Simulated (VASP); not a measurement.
# Si2W (P4mm) in VASP: single point with PBE

Aim: the single point of Si2W with PBE.

Everything below comes from runs of VASP 6.6.1. Logs are shortened: lines on timing, memory, paths and dates and some standing lists are left out, and cuts for length are marked.

## 1. The cell of the first run

The structure is tetragonal, space group P4mm (No. 99). The conventional cell has a = 4.432 Å, b = 4.432 Å, c = 4.892 Å, α = 90.00°, β = 90.00°, γ = 90.00°. Within 1.9 Å of Si (site symmetry m) lie 2 Si at 1.45 Å. Within 3.4 Å of W (site symmetry 2mm) lie 8 Si at 2.59 to 3.35 Å and 4 W at 3.13 Å.

## 2. Single point, PBE

INCAR

```
SYSTEM = Si2W
PREC = Accurate
ENCUT = 520
EDIFF = 1E-6
ISMEAR = 0
SIGMA = 0.1
LREAL = .False.
LASPH = .True.
NELM = 100
ALGO = Normal
ISIF = 2
LWAVE = .False.
LCHARG = .True.
GGA = PE
LELF = .True.
LVHAR = .True.
NBANDS = 31
```

KPOINTS

```
regular mesh
0
Gamma
  4 4 4
  0 0 0
```

POSCAR

```
Si2W
1.0
    4.4324726500      0.0000000000      0.0000000000
    0.0000000000      4.4324726500      0.0000000000
    0.0000000000      0.0000000000      4.8917698800
Si W
4 2
Direct
    0.7305802300      0.5000000000      0.8112464900
    0.2694197700      0.5000000000      0.8112464900
    0.5000000000      0.7305802300      0.8112464900
    0.5000000000      0.2694197700      0.8112464900
    0.5000000000      0.0000000000      0.2804732800
    0.0000000000      0.5000000000      0.2804732800
```

Potentials or basis: VASP PAW PBE potentials, release 64 (Si, W_sv).

On the command line:

```console
cat potpaw_PBE.64/Si/POTCAR potpaw_PBE.64/W_sv/POTCAR > POTCAR
mpirun -np 1 vasp_std > vasp.out
```

OUTCAR:

```text
SYSTEM = Si2W
   PREC = Accurate
   ENCUT = 520
   EDIFF = 1E-6
   ISMEAR = 0
   LREAL = .False.
   LASPH = .True.
   NELM = 100
   ISIF = 2
   GGA = PE

 ion  position               nearest neighbor table
   1  0.731  0.500  0.811-   3 1.45   4 1.45   2 2.04   2 2.39   6 2.59   6 2.86
   2  0.269  0.500  0.811-   3 1.45   4 1.45   1 2.04   1 2.39   6 2.59   6 2.86
   3  0.500  0.731  0.811-   1 1.45   2 1.45   4 2.04   4 2.39   5 2.59   5 2.86
   4  0.500  0.269  0.811-   1 1.45   2 1.45   3 2.04   3 2.39   5 2.59   5 2.86
   5  0.500  0.000  0.280-   3 2.59   4 2.59   3 2.86   4 2.86   6 3.13   6 3.13   6 3.13   6 3.13

   6  0.000  0.500  0.280-   1 2.59   2 2.59   1 2.86   2 2.86   5 3.13   5 3.13   5 3.13   5 3.13

 -----------------------------------------------------------------------------
|                                                                             |
|           W    W    AA    RRRRR   N    N  II  N    N   GGGG   !!!           |
|           W    W   A  A   R    R  NN   N  II  NN   N  G    G  !!!           |
|           W    W  A    A  R    R  N N  N  II  N N  N  G       !!!           |
|           W WW W  AAAAAA  RRRRR   N  N N  II  N  N N  G  GGG   !            |
|           WW  WW  A    A  R   R   N   NN  II  N   NN  G    G                |
|           W    W  A    A  R    R  N    N  II  N    N   GGGG   !!!           |
|                                                                             |
|     The distance between some ions is very small. Please check the          |
|     nearest-neighbor list in the OUTCAR file.                               |
|     I HOPE YOU KNOW WHAT YOU ARE DOING!                                     |
|                                                                             |
 -----------------------------------------------------------------------------

  LATTYP: Found a simple tetragonal cell.
 ALAT       =     4.4324726500
 C/A-ratio  =     1.1036209958

  Lattice vectors:

 A1 = (   4.4324726500,   0.0000000000,   0.0000000000)
 A2 = (   0.0000000000,   4.4324726500,   0.0000000000)
 A3 = (   0.0000000000,   0.0000000000,   4.8917698800)

Analysis of symmetry for initial positions (statically):
=====================================================================
 Subroutine PRICEL returns:
 Original cell was already a primitive cell.

 Routine SETGRP: Setting up the symmetry group for a
 simple tetragonal supercell.

 Subroutine GETGRP returns: Found  8 space group operations
 (whereof  8 operations were pure point group operations)
 out of a pool of 16 trial point group operations.

The static configuration has the point symmetry C_4v.

Analysis of symmetry for dynamics (positions and initial velocities):
=====================================================================
 Subroutine PRICEL returns:
 Original cell was already a primitive cell.

 Routine SETGRP: Setting up the symmetry group for a
 simple tetragonal supercell.

 Subroutine GETGRP returns: Found  8 space group operations
 (whereof  8 operations were pure point group operations)
 out of a pool of 16 trial point group operations.

The dynamic configuration has the point symmetry C_4v.

 Subroutine INISYM returns: Found  8 space group operations
 (whereof  8 operations are pure point group operations),
 and found     1 'primitive' translations

----------------------------------------------------------------------------------------

                                     Primitive cell

  volume of cell :      96.1077

  direct lattice vectors                    reciprocal lattice vectors
     4.432472650  0.000000000  0.000000000     0.225607709  0.000000000  0.000000000
     0.000000000  4.432472650  0.000000000     0.000000000  0.225607709  0.000000000
     0.000000000  0.000000000  4.891769880     0.000000000  0.000000000  0.204424988

  length of vectors
     4.432472650  4.432472650  4.891769880     0.225607709  0.225607709  0.204424988

  position of ions in fractional coordinates (direct lattice)
     0.730580230  0.500000000  0.811246490
     0.269419770  0.500000000  0.811246490
     0.500000000  0.730580230  0.811246490
     0.500000000  0.269419770  0.811246490
     0.500000000  0.000000000  0.280473280
     0.000000000  0.500000000  0.280473280

  ion indices of the primitive-cell ions
   primitive index   ion index
                 1           1
                 2           2
                 3           3
                 4           4
                 5           5
                 6           6

----------------------------------------------------------------------------------------

 KPOINTS: regular mesh

Automatic generation of k-mesh.
 Grid dimensions read from file:
 generate k-points for:    4    4    4

 Generating k-lattice:

  Cartesian coordinates                     Fractional coordinates (reciprocal lattice)
     0.056401927  0.000000000  0.000000000     0.250000000  0.000000000  0.000000000
     0.000000000  0.056401927  0.000000000     0.000000000  0.250000000  0.000000000
     0.000000000  0.000000000  0.051106247     0.000000000  0.000000000  0.250000000

  Length of vectors
     0.056401927  0.056401927  0.051106247

  Shift w.r.t. Gamma in fractional coordinates (k-lattice)
     0.000000000  0.000000000  0.000000000

 Subroutine IBZKPT returns following result:
 ===========================================

 Found     18 irreducible k-points:

 Following reciprocal coordinates:
            Coordinates               Weight
  0.000000  0.000000  0.000000      1.000000
  0.250000  0.000000  0.000000      4.000000
  0.500000  0.000000  0.000000      2.000000
  0.250000  0.250000  0.000000      4.000000
  0.500000  0.250000  0.000000      4.000000
  0.500000  0.500000  0.000000      1.000000
[... 10 lines left out ...]
  0.500000  0.250000  0.500000      4.000000
  0.500000  0.500000  0.500000      1.000000
   k-points           NKPTS =     18   k-points in BZ     NKDIM =     18   number of bands    NBANDS=     31
   number of dos      NEDOS =    301   number of ions     NIONS =      6
   total plane-waves  NPLWV =  46656
   dimension x,y,z NGX =    36 NGY =   36 NGZ =   36
   dimension x,y,z NGXF=    72 NGYF=   72 NGZF=   72
   ions per type =               4   2
   NGX,Y,Z   is equivalent  to a cutoff of  13.50, 13.50, 12.23 a.u.
   NGXF,Y,Z  is equivalent  to a cutoff of  27.00, 27.00, 24.47 a.u.
 SYSTEM =  Si2W
   PREC   = accura    normal or accurate (medium, high low for compatibility)
   ISTART =      0    job   : 0-new  1-cont  2-samecut
   ICHARG =      2    charge: 1-file 2-atom 10-const
   ISPIN  =      1    spin polarized calculation?
   LNONCOLLINEAR =      F non collinear calculations
   LSORBIT =      F    spin-orbit coupling
   LASPH  =      T    aspherical Exc in radial PAW
   ENCUT  =  520.0 eV  38.22 Ry    6.18 a.u.   8.24  8.24  9.10*2*pi/ulx,y,z
   NELM   =    100;   NELMIN=  2; NELMDL= -5     # of ELM steps
   EDIFF  = 0.1E-05   stopping-criterion for ELM
   LREAL  =      F    real-space projection
   EDIFFG = 0.1E-04   stopping-criterion for IOM
   NSW    =      0    number of steps for IOM
   IBRION =     -1    ionic relax: 0-MD 1-quasi-New 2-CG
   NFREE  =      0    steps in history (QN), initial steepest desc. (CG)
   ISIF   =      2    stress and relaxation
   ISYM   =      2    0-nonsym 1-usesym 2-fastsym
   POTIM  = 0.5000    time-step for ionic-motion
   TEBEG  =    0.0;   TEEND  =   0.0 temperature during run
   PSTRESS=    0.0 pullay stress
   NELECT =      44.0000    total number of electrons
   NUPDOWN=      -1.0000    fix difference up-down
   EMIN   =  10.00;   EMAX   =-10.00  energy-range for DOS
   EFERMI =   0.00;   METHOD = LEGACY
   ISMEAR =     0;   SIGMA  =   0.10  broadening in eV -4-tet -1-fermi 0-gaus
   EFERMI_NEDOS =   21; number of points for ismear=-14 and -15
   IALGO  =     38    algorithm
   IMIX   =      4    mixing-type and parameters
     AMIX     =   0.40;   BMIX     =  1.00
     AMIX_MAG =   1.60;   BMIX_MAG =  1.00
  volume/ion in A,a.u.               =      16.02       108.09
  Fermi-wavevector in a.u.,A,eV,Ry     =   1.261749  2.384360 21.660622  1.592011
  Thomas-Fermi vector in A             =   2.395192
   LORBIT       =      0    0 simple, 1 ext, 2 COOP (PROOUT), +10 PAW based schemes
   GGA     = PE    functional components
   LHFCALC =     F    Hartree Fock is set to
   AEXX    =    0.0000 exact exchange contribution
   IVDW    =     0    specifies the selected vdW correction
   LEPSILON=     F    determine dielectric tensor
   LRPA    =     F    only Hartree local field effects (RPA)
 non-spin polarized calculation
 Gauss-broadening in eV      SIGMA  =   0.10
  energy-cutoff  :      520.00
  volume of cell :       96.11
 maximum number of plane-waves:      2640
 NGX is ok and might be reduce to    36
   NGX = 17   NGY = 17   NGZ = 19

 number of electron      44.0000006 magnetization

 Free energy of the ion-electron system (eV)
  ---------------------------------------------------
  ext. energy  EPLUGINS =         0.00000000
  ---------------------------------------------------
  free energy    TOTEN  =        12.42631647 eV

  energy without entropy =       12.45192524  energy(sigma->0) =       12.43912085

 E-fermi :   8.7750     XC(G=0): -11.1561

 val. band max:        8.7655270158   @ k =   0.0000   0.0000   0.5000
 cond. band min:       8.8183362124   @ k =   0.2500   0.0000   0.5000
 fundamental gap:      0.0528091966
 Fermi energy:         8.7750420382

 k-point     1 :       0.0000    0.0000    0.0000
  band No.  band energies     occupation
      1     -65.6018      2.00000
      2     -65.5832      2.00000
      3     -29.8397      2.00000
      4     -29.7941      2.00000
      5     -29.7893      2.00000
      6     -29.7893      2.00000
[... 23 lines left out ...]
     30      12.7100      0.00000
     31      13.3603      0.00000
[... 547 lines left out ...]
      1     -65.5925      2.00000
      2     -65.5925      2.00000
      3     -29.8183      2.00000
      4     -29.8183      2.00000
      5     -29.8164      2.00000
      6     -29.8090      2.00000
[... 23 lines left out ...]
     30      12.5059      0.00000
     31      15.1891      0.00000

------------------------ aborting loop because EDIFF is reached ----------------------------------------

  FORCE on cell =-STRESS in cart. coord.  units (eV):
  Direction    XX          YY          ZZ          XY          YZ          ZX
  --------------------------------------------------------------------------------------
  -------------------------------------------------------------------------------------
  Total      142.6137978    142.6137978     -7.5531497      0.0000000      0.0000000      0.0000000
  in kB     2377.4641675   2377.4641675   -125.9158866      0.0000000      0.0000000      0.0000000
  external PRESSURE =    1543.0041495 kB  Pullay stress =       0.0000000 kB

 VOLUME and BASIS-vectors are now :
 -----------------------------------------------------------------------------
  energy-cutoff  :      520.00
  volume of cell :       96.11
      direct lattice vectors                 reciprocal lattice vectors
     4.432472650  0.000000000  0.000000000     0.225607709  0.000000000  0.000000000
     0.000000000  4.432472650  0.000000000     0.000000000  0.225607709  0.000000000
     0.000000000  0.000000000  4.891769880     0.000000000  0.000000000  0.204424988

 POSITION                                       TOTAL-FORCE (eV/Angst)
 -----------------------------------------------------------------------------------
      3.23828      2.21624      3.96843        72.320306      0.000000     -0.217525
      1.19420      2.21624      3.96843       -72.320306      0.000000     -0.217525
      2.21624      3.23828      3.96843         0.000000     72.320306     -0.217525
      2.21624      1.19420      3.96843        -0.000000    -72.320306     -0.217525
      2.21624      0.00000      1.37201         0.000000      0.000000      0.435050
      0.00000      2.21624      1.37201         0.000000      0.000000      0.435050
 -----------------------------------------------------------------------------------
    total drift:                                0.000000     -0.000000      0.000101

  FREE ENERGIE OF THE ION-ELECTRON SYSTEM (eV)
  ---------------------------------------------------
  free  energy   TOTEN  =        12.4263164668 eV

  energy  without entropy=       12.4519252412  energy(sigma->0) =       12.43912085
```

Wall time 74 s (1 thread of AMD EPYC 7R13, shared host); peak memory 0.19 GiB.

What came out:

```yaml
Free_energy: 12.4263 eV
Pressure: 154.3 GPa
Largest_force: 72.321 eV/Å
Band_gap_on_the_k_mesh: zero (band 22 reaches 9.30 eV, above the bottom of band 23 at 8.59 eV)
```

Forces on the atoms (eV/Å):
```
Si   72.320   0.000  -0.218
Si  -72.320   0.000  -0.218
Si    0.000  72.320  -0.218
Si    0.000 -72.320  -0.218
W     0.000   0.000   0.435
W     0.000   0.000   0.435
```

Caveat: spin-orbit coupling is left out, which moves the levels of the heavy elements; forces of over 1 eV/Å act on the atoms, so gaps and moduli don't describe the material at rest.
